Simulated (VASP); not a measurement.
Here is a VASP 6.6.1 calculation.

The input INCAR:

```
PREC = Accurate
ENCUT = 520
EDIFF = 1E-7
ISMEAR = -1
SIGMA = 0.1
LREAL = F
LASPH = T
NELM = 60
ALGO = Normal
ISIF = 2
LWAVE = F
LCHARG = F
GGA = PE
NBANDS = 14
```

Contents of KPOINTS:

```
regular mesh
0
Gamma
  9 9 14
```

File POSCAR:

```
P
1.0
    4.3956829142      0.0000000000      0.0000000000
   -2.1978414571      3.8067730706      0.0000000000
    0.0000000000      0.0000000000      2.4778607226
P
3
Direct
    0.0000000000      0.0000000000      0.0000000000
    0.3333333333      0.6666666667      0.5000000000
    0.6666666667      0.3333333333      0.5000000000
```

Potentials or basis: VASP PAW PBE potentials, release 64 (P).

The run is started by

```sh
$ cat potpaw_PBE.64/P/POTCAR > POTCAR
$ mpirun -np 1 vasp_std > vasp.out
```

Question: Predict the pressure.

Answer: 3.8 GPa.

Stress tensor (GPa, compression positive):
```
3.93 0.00 0.00
0.00 3.93 0.00
0.00 0.00 3.69
```
